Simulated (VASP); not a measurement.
MgHgSe2:

```
Mg Se Hg
1.0
     4.31386    0.00000    0.00000
     0.00000    4.31386    0.00000
     0.00000    0.00000    5.98545
Mg Se Hg
1 2 1
Direct
  0.00000 0.00000 0.00000
  0.00000 0.50000 0.23548
  0.50000 0.00000 0.76452
  0.50000 0.50000 0.50000
```

Base run:

- Program: VASP 6.6.1
- Functional: PBE
- Dispersion: D3(BJ)
- Potentials or basis: VASP PAW PBE potentials, release 64 (Mg, Se, Hg)
- Cutoff: 600 eV
- k mesh: 4 × 4 × 4
- Occupations: gaussian, width 0.01 eV
- Spin: no spin polarisation

Its results: band gap on the k mesh 0.62 eV, direct; pressure -0.4 GPa; largest force 0.102 eV/Å.

**Question.** The run is repeated on the same cell with these changes: dispersion from D3(BJ) to none; occupations from gaussian, width 0.01 eV to methfessel-paxton, width 0.001 eV. What comes out?

**Answer.** Band gap on the k mesh 0.62 eV, direct; pressure 1.6 GPa; largest force 0.098 eV/Å.

Caveats: spin-orbit coupling is left out, which moves the levels of the heavy elements.

